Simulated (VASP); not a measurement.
Write the native input for VASP 6.6.1 that does the following.

```yaml
Task: single point
Functional: RPBE
Potentials_or_basis: VASP PAW PBE potentials, release 64 (Sn_d, O)
Cutoff: 520 eV
k_mesh: 9 × 9 × 9
Occupations: fermi-dirac, width 0.05 eV
Spin: no spin polarisation
Dipole_correction: no
Further_INCAR_settings: ALGO = Normal; EDIFF = 1e-06; NBANDS = 20
```

The structure of SnO2 lies in POSCAR:

```
SnO2
1.0
    0.0000000000      2.5916292561      2.5916292561
    2.5916292561      0.0000000000      2.5916292561
    2.5916292561      2.5916292561      0.0000000000
Sn O
1 2
Direct
    0.0000000000      0.0000000000      0.0000000000
    0.7500000000      0.7500000000      0.7500000000
    0.2500000000      0.2500000000      0.2500000000
```

These files were run (other wordings do the same):

INCAR

```
  ALGO = Normal
  EDIFF = 1E-6
  ENCUT = 520
  GGA = RP
  ISIF = 2
  ISMEAR = -1
  LASPH = T
  LCHARG = T
  LELF = T
  LREAL = F
  LVHAR = T
  LWAVE = F
  NBANDS = 20
  NELM = 60
  PREC = Accurate
  SIGMA = 0.05
```

KPOINTS

```
k-points
0
Gamma
  9 9 9
```

Potentials or basis: VASP PAW PBE potentials, release 64 (Sn_d, O).

Run with:

```console
$ cat potpaw_PBE.64/Sn_d/POTCAR potpaw_PBE.64/O/POTCAR > POTCAR
$ mpirun -np 1 vasp_std > vasp.out
```

It gave:

```
Pressure               : 0.5 GPa
Band gap on the k mesh : zero (bands 13 and 14 overlap by 0.22 eV)
```

Caveat: semilocal functionals underestimate gaps, so a narrow gap can read as zero; the PAW data sets were made with another functional, which shifts forces and pressure a little; spin-orbit coupling is left out, which moves the levels of the heavy elements.

Wall time 42 s on 1 thread of Intel Xeon 8259CL (shared host), peak memory 0.17 GiB.
